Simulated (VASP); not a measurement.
Input of a VASP 6.6.1 run:

File INCAR:

```
SYSTEM = WC
ALGO = Normal
EDIFF = 1E-6
ENCUT = 520
GGA = PE
ISIF = 2
ISMEAR = -1
LASPH = .TRUE.
LCHARG = .FALSE.
LREAL = .FALSE.
LWAVE = .FALSE.
NBANDS = 16
NELM = 100
PREC = Accurate
SIGMA = 0.05
```

File KPOINTS:

```
k-points
0
G
  9 9 8
  0 0 0
```

Contents of POSCAR:

```
WC
1.0
    2.8774350000      0.0000000000      0.0000000000
   -1.4387175000      2.4919318077      0.0000000000
    0.0000000000      0.0000000000      2.8366000000
W C
1 1
Direct
    0.0000000000      0.0000000000      0.0000000000
    0.6666666667      0.3333333333      0.5000000000
```

Potentials or basis: VASP PAW PBE potentials, release 64 (W_sv, C).

Launch:

```console
$ cat potpaw_PBE.64/W_sv/POTCAR potpaw_PBE.64/C/POTCAR > POTCAR
$ mpirun -np 1 vasp_std > vasp.out
```

What does it give for the pressure?

15.1 GPa.

Estimate the band gap on the k mesh.

zero (band 9 reaches 12.05 eV, above the bottom of band 10 at 10.76 eV).

Stress tensor (GPa, compression positive):
```
17.38  0.00  0.00
 0.00 17.38  0.00
 0.00  0.00 10.57
```

Caveat: spin-orbit coupling is left out, which moves the levels of the heavy elements.
